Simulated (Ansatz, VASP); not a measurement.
**One calculation of NbRu, two programs**

```
Nb Ru
1.0
     3.18400    0.00000    0.00000
     0.00000    3.18400    0.00000
     0.00000    0.00000    3.18400
Nb Ru
1 1
Direct
  0.00000 0.00000 0.00000
  0.50000 0.50000 0.50000
```

Alike in both runs: task single point; functional LDA; k mesh 8 × 8 × 8; occupations fermi-dirac, width 0.0272 eV; no spin polarisation.

|  | VASP | Ansatz |
| --- | --- | --- |
| version | VASP 6.6.1 | Ansatz 0.2.0 |
| potentials or method | VASP PAW LDA potentials, release 64 (Nb_sv, Ru_pv), cutoff 500 eV | all-electron LAPW, scalar-relativistic |

|  | VASP | Ansatz | Ansatz less VASP |
| --- | --- | --- | --- |
| pressure (GPa) | -14.0 | -14.2 | -0.21 |

LDA's correlation is that of Perdew and Zunger in VASP and of Perdew and Wang (1992) in Ansatz. Ansatz ran all-electron here, and VASP with PAW potentials. Ansatz's warnings: optics on partly filled bands.
